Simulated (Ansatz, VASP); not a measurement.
**In in VASP and in Ansatz**

Contents of INCAR:

```
SYSTEM = In
PREC = Accurate
ENCUT = 520
EDIFF = 1E-6
ISMEAR = 0
SIGMA = 0.15
LREAL = .FALSE.
LASPH = .TRUE.
NELM = 60
ALGO = Fast
ISIF = 2
LWAVE = .FALSE.
LCHARG = .FALSE.
NBANDS = 20
```

Contents of KPOINTS:

```
Automatic mesh
0
G
  18 18 10
  0 0 0
```

File POSCAR:

```
In
1.0
    3.2816772312      0.0000000000      0.0000000000
   -1.6408386156      2.8420158492      0.0000000000
    0.0000000000      0.0000000000      5.6912837470
In
2
Direct
    0.3333333333      0.6666666667      0.2500000000
    0.6666666667      0.3333333333      0.7500000000
```

Input for Ansatz:

```yaml
crystal:
  lattice:
    - [3.2816772312, 0.0, 0.0]
    - [-1.6408386156, 2.8420158492, 0.0]
    - [0.0, 0.0, 5.691283747]
  atoms:
    - { symbol: In, position: [0.3333333333, 0.6666666667, 0.25] }
    - { symbol: In, position: [0.6666666667, 0.3333333333, 0.75] }
basis:
  ecutwfc: 420
kpoints:
  mp_grid: { grid: [18, 18, 10] }
hamiltonian:
  xc: lda
scf:
  occupations: { method: gaussian, width: 0.15 }
output:
  forces: true
  stress: true
  eigenvalues: true
```

Alike in both runs: task single point; functional LDA; k mesh 18 × 18 × 10; occupations gaussian, width 0.15 eV; no spin polarisation.

|  | VASP | Ansatz |
| --- | --- | --- |
| version | VASP 6.6.1 | Ansatz 0.2.0 |
| potentials or method | VASP PAW LDA potentials, release 64 (In_d), cutoff 520 eV | scalar-relativistic, plane waves, PAW |
| valence electrons in the cell | 26 | 26 |

|  | VASP | Ansatz | Ansatz less VASP |
| --- | --- | --- | --- |
| gap on the k mesh at the Fermi level (eV) | none | none | - |
| pressure (GPa) | -2.8 | -2.8 | +0.02 |
| traceless stress, the component that is largest in VASP (GPa) | -0.32 | -0.32 | -0.004 |

LDA's correlation is that of Perdew and Zunger in VASP and of Perdew and Wang (1992) in Ansatz. A gap of «none» marks a metal or a gap that the smearing closes.
